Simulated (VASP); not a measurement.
Crystal: PbS.

```xyz
2
Lattice="0.0000 2.9749 2.9749 2.9749 0.0000 2.9749 2.9749 2.9749 0.0000" Properties=species:S:1:pos:R:3 pbc="T T T"
Pb    0.0000    0.0000    0.0000
S     2.9749    2.9749    2.9749
```

Base run:

- Program: VASP 6.6.1
- Functional: PBE
- Potentials or basis: VASP PAW PBE potentials, release 64 (Pb_d, S)
- Cutoff: 520 eV
- k mesh: 8 × 8 × 8
- Occupations: fermi-dirac, width 0.06 eV
- Spin: no spin polarisation

Its results: band gap on the k mesh 0.40 eV, direct; pressure 1.6 GPa.

Q: The run is repeated on the same cell with these changes: functional from PBE to PBEsol. What comes out?

A: Band gap on the k mesh 0.29 eV, direct; pressure -1.4 GPa.

PBEsol binds more tightly than PBE, so the same cell stands under less pressure.

Caveats: spin-orbit coupling is left out, which moves the levels of the heavy elements; the PAW data sets were made with another functional, which shifts forces and pressure a little (some runs).

A k mesh can miss the band edges.
